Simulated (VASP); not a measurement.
Here is a VASP 6.6.1 calculation.

The input INCAR:

```
SYSTEM = WSe2
ALGO = Normal ; DIPOL = 0.5 0.5 0.500
EDIFF = 1E-7 ; ENCUT = 520
GGA = PE ; IDIPOL = 3
ISIF = 2 ; ISMEAR = 0
IVDW = 12 ; LASPH = .True.
LCHARG = .False. ; LDIPOL = .True.
LREAL = .False. ; LWAVE = .False.
NBANDS = 20 ; NELM = 80
PREC = Accurate ; SIGMA = 0.02
```

Contents of KPOINTS:

```
k-points
0
Gamma
  9 9 1
  0 0 0
```

POSCAR

```
WSe2
1.0
    3.3730000000      0.0000000000      0.0000000000
   -1.6865000000      2.9211036870      0.0000000000
    0.0000000000      0.0000000000     32.7373831004
Se W
2 1
Direct
    0.3333333333      0.6666666667      0.4512178480
    0.3333333333      0.6666666667      0.5487821520
    0.6666666667      0.3333333333      0.5000000000
```

Potentials or basis: VASP PAW PBE potentials, release 64 (Se, W_sv).

The run is started by

```bash
$ cat potpaw_PBE.64/Se/POTCAR potpaw_PBE.64/W_sv/POTCAR > POTCAR
$ mpirun -np 1 vasp_std > vasp.out
```

**Question.** Estimate the largest force.

**Answer.** 1.081 eV/Å.

**Question.** What does it give for the dispersion energy per atom?

**Answer.** -0.325 eV.

**Question.** Predict the band gap on the k mesh.

**Answer.** 1.13 eV (least direct gap 1.25 eV).

Forces in eV/Å, atoms in the order of the input:
```
Se   0.000  0.000 -1.081
Se   0.000  0.000  1.081
W    0.000  0.000  0.000
```

Caveat: spin-orbit coupling is left out, which moves the levels of the heavy elements.
